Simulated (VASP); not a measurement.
Write the native input for VASP 6.6.1 that does the following.

```
Task                   : single point
Functional             : PBE
Potentials or basis    : VASP PAW PBE potentials, release 64 (Hf_pv, Pt)
Cutoff                 : 520 eV
k mesh                 : 4 × 4 × 4
Occupations            : gaussian, width 0.1 eV
Spin                   : no spin polarisation
Dipole correction      : no
Further INCAR settings : ALGO = Normal; EDIFF = 1e-06; NBANDS = 44
```

The structure of Hf6Pt lies in POSCAR:

```
Hf6Pt
1.0
   -3.7189805829      3.7189805829      3.7189805829
    3.7189805829     -3.7189805829      3.7189805829
    3.7189805829      3.7189805829     -3.7189805829
Hf Pt
6 1
Direct
    0.6662546770      0.6662546770      0.0000000000
    0.3337453230      0.3337453230      0.0000000000
    0.0000000000      0.3337453230      0.3337453230
    0.0000000000      0.6662546770      0.6662546770
    0.6662546770      0.0000000000      0.6662546770
    0.3337453230      0.0000000000      0.3337453230
    0.0000000000      0.0000000000      0.0000000000
```

The cell was built from a structure type or drawn by symmetry, and may not be a known phase.

These files were run (other wordings do the same):

INCAR

```
ALGO = Normal
EDIFF = 1E-6
ENCUT = 520
GGA = PE
ISIF = 2
ISMEAR = 0
LASPH = T
LCHARG = F
LREAL = F
LWAVE = F
NBANDS = 44
NELM = 80
PREC = Accurate
SIGMA = 0.1
```

KPOINTS

```
k-points
0
Gamma
  4 4 4
```

Potentials or basis: VASP PAW PBE potentials, release 64 (Hf_pv, Pt).

Command:

```sh
$ cat potpaw_PBE.64/Hf_pv/POTCAR potpaw_PBE.64/Pt/POTCAR > POTCAR
$ mpirun -np 1 vasp_std > vasp.out
```

Results of the run:

| Quantity | Value |
| --- | --- |
| Pressure | -0.3 GPa |
| Largest force | 0.049 eV/Å |
| Band gap on the k mesh | zero (bands 35 and 36 overlap by 0.35 eV) |

Caveat: spin-orbit coupling is left out, which moves the levels of the heavy elements.

It took 2.4 min on 1 thread of Oxide Virtual Turin-like Processor, on a shared host, peak memory 0.31 GiB.
